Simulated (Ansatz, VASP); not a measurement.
# One calculation of Al2GaN3, two programs

The input POSCAR:

```
Al2GaN3
1.0
   -1.5582424504      4.6732719717      2.2011563089
    1.5582424504     -4.6732719717      2.2011563089
    1.5582424504      4.6732719717     -2.2011563089
Al Ga N
2 1 3
Direct
    0.4193490841      0.2517945029      0.1675545812
    0.0842399217      0.2517945029      0.8324454188
    0.7511264121      0.2511264121      0.5000000000
    0.3242622770     -0.0050005813      0.3292628583
    0.6657365604     -0.0050005813      0.6707371417
    0.0142837347      0.0142837347      0.0000000000
```

File INCAR.step1:

```
SYSTEM = Al2GaN3
ALGO     = Normal         ! electronic algorithm
EDIFF    = 1E-4           ! SCF threshold, eV
ENCUT    = 520            ! plane-wave cutoff, eV
GGA      = PE             ! functional
ISMEAR   = -1             ! smearing method
LASPH    = .TRUE.         ! aspherical terms in the spheres
LCHARG   = .FALSE.        ! write CHGCAR
LREAL    = .FALSE.        ! projectors in reciprocal space
LWAVE    = .TRUE.         ! write WAVECAR
NBANDS   = 26             ! bands
NELM     = 60             ! most SCF steps
PREC     = Accurate       ! precision mode
SIGMA    = 0.03           ! smearing width, eV
```

INCAR.step2

```
SYSTEM = Al2GaN3
ALGO     = Normal         ! electronic algorithm
BPARAM   = 11.95        
CPARAM   = 0.0093       
EDIFF    = 1E-7           ! SCF threshold, eV
ENCUT    = 520            ! plane-wave cutoff, eV
ISIF     = 2              ! what is computed and relaxed
ISMEAR   = -1             ! smearing method
ISTART   = 1            
IVDW_NL  = 2            
LASPH    = .TRUE.         ! aspherical terms in the spheres
LCHARG   = .FALSE.        ! write CHGCAR
LMIXTAU  = .TRUE.       
LREAL    = .FALSE.        ! projectors in reciprocal space
LUSE_VDW = .TRUE.       
LWAVE    = .FALSE.        ! write WAVECAR
METAGGA  = R2SCAN         ! meta-GGA
NBANDS   = 26             ! bands
NELM     = 60             ! most SCF steps
PREC     = Accurate       ! precision mode
SIGMA    = 0.03           ! smearing width, eV
```

File KPOINTS:

```
k-points
0
G
  12 12 12
  0 0 0
```

Input for Ansatz:

```yaml
crystal:
  lattice:
    - [-1.5582424504, 4.6732719717, 2.2011563089]
    - [1.5582424504, -4.6732719717, 2.2011563089]
    - [1.5582424504, 4.6732719717, -2.2011563089]
  atoms:
    - { symbol: Al, position: [0.4193490841, 0.2517945029, 0.1675545812] }
    - { symbol: Al, position: [0.0842399217, 0.2517945029, 0.8324454188] }
    - { symbol: Ga, position: [0.7511264121, 0.2511264121, 0.5] }
    - { symbol: "N", position: [0.324262277, -0.0050005813, 0.3292628583] }
    - { symbol: "N", position: [0.6657365604, -0.0050005813, 0.6707371417] }
    - { symbol: "N", position: [0.0142837347, 0.0142837347, 0.0] }
kpoints:
  mp_grid: { grid: [12, 12, 12] }
  band_path:
    path:
      - [0.0, 0.0, 0.0]
      - [0.5, -0.5, 0.5]
      - [0.2777950819, -0.2777950819, 0.7222049181]
      - [-0.2777950819, 0.2777950819, 0.2777950819]
      - [0.3054625283, 0.3054625283, -0.3054625283]
      - [0.6945374717, -0.3054625283, 0.3054625283]
      - [0.0, 0.5, 0.0]
      - [0.25, 0.25, 0.25]
      - [0.5, 0.0, 0.0]
    npoints: 1
hamiltonian:
  xc: r2scan
  dispersion: rvv10
scf:
  occupations: { method: fermi_dirac, width: 0.03 }
  n_extra_bands: 5
output:
  forces: true
  stress: true
  eigenvalues: true
  write_density: true
  write_potential: true
  elf: true
  volumetric_format: npy
```

Alike in both runs: task single point; functional r2SCAN; dispersion rVV10; k mesh 12 × 12 × 12; occupations fermi-dirac, width 0.03 eV; no spin polarisation.

|  | VASP | Ansatz |
| --- | --- | --- |
| version | VASP 6.6.1 | Ansatz 0.2.0 |
| potentials or method | VASP PAW PBE potentials, release 64 (Al, Ga_d, N) | plane waves, PAW |
| plane-wave cutoff (eV) | 520 | 500 |
| valence electrons in the cell | 34 | 34 |

|  | VASP | Ansatz | Ansatz less VASP |
| --- | --- | --- | --- |
| gap on the k mesh at the Fermi level (eV) | 3.83 | 3.82 | -0.010 |
| pressure (GPa) | 0.1 | 0.0 | -0.12 |
| rms of the force components (eV/Å) | 0.033 | 0.001 | -0.0318 |

VASP's potentials were made for PBE, not for r2SCAN. Atom by atom the forces differ by 0.032 eV/Å (rms over components).
